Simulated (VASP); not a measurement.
MnS:

```xyz
2
Lattice="0.0000 2.6045 2.6045 2.6045 0.0000 2.6045 2.6045 2.6045 0.0000" Properties=species:S:1:pos:R:3 pbc="T T T"
Mn    0.0000    0.0000    0.0000
S     2.6045    2.6045    2.6045
```

* Program: VASP 6.6.1
* Task: relaxation of cell and atoms
* Functional: LDA
* Potentials or basis: VASP PAW LDA potentials, release 64 (Mn_pv, S)
* Cutoff: 600 eV
* k mesh: 9 × 9 × 9
* Occupations: fermi-dirac, width 0.05 eV
* Spin: collinear spin, ferromagnetic start
* Starting moments: [4.0, 0.0] μB
* Hubbard terms: Mn d U = 1.0 eV

At the start: pressure -8.6 GPa; volume 17.67 Å³/atom.

**Question.** How do energy, volume and symmetry change on relaxing?

**Answer.** Over 6 steps the energy falls by 82.1 meV/atom and the volume is 14.63 Å³/atom (-17.2 %); space group Fm-3m (No. 225, to 0.05 Å); moment 4.07 μB per cell.

The path:
| step | energy change (eV) | largest force (eV/Å) | pressure (GPa) | volume (Å³) |
| --- | --- | --- | --- | --- |
| 1 | 0.0000 | 0.0000 | -8.56 | 35.33 |
| 2 | -0.1559 | 0.0000 | -1.89 | 30.72 |
| 3 | -0.1633 | 0.0000 | -0.68 | 29.75 |
| 4 | -0.1446 | 0.0000 | 5.10 | 27.88 |
| 5 | -0.1640 | 0.0000 | -0.37 | 29.52 |
| 6 | -0.1642 | 0.0000 | 0.07 | 29.26 |

Final structure:
```yaml
crystal:
  lattice:
    - [0.00000, 2.44583, 2.44583]
    - [2.44583, 0.00000, 2.44583]
    - [2.44583, 2.44583, 0.00000]
  atoms:
    - { symbol: Mn, position: [0.00000, 0.00000, 0.00000] }
    - { symbol: S, position: [0.50000, 0.50000, 0.50000] }
```

Caveat: the volume moved by over 15 % at a fixed basis, so the end points are rough; the volume moved by -17 % from the deposited cell, more than functionals usually miss; a cell with one magnetic atom can't hold antiferromagnetic order, which such compounds often take.
